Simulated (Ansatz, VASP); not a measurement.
## SiC: VASP beside Ansatz

```
Si C
1.0
     0.00000    2.23279    2.23279
     2.23279    0.00000    2.23279
     2.23279    2.23279    0.00000
Si C
1 1
Direct
  0.00000 0.00000 0.00000
  0.25000 0.25000 0.25000
```

Alike in both runs: task single point; functional PBE; k mesh 10 × 10 × 10; occupations gaussian, width 0.02 eV; no spin polarisation.

```csv
,VASP,Ansatz
version,VASP 6.6.1,Ansatz 0.2.0
potentials or method,"VASP PAW PBE potentials, release 64 (Si, C), cutoff 600 eV","scalar-relativistic, all-electron LAPW"
```

```csv
,VASP,Ansatz,Ansatz less VASP
gap on the k mesh at the Fermi level (eV),1.42,1.42,0.000
least direct gap on the mesh (eV),4.46,4.47,+0.002
pressure (GPa),-11.2,-11.0,+0.18
```

Ansatz ran all-electron here, and VASP with PAW potentials.
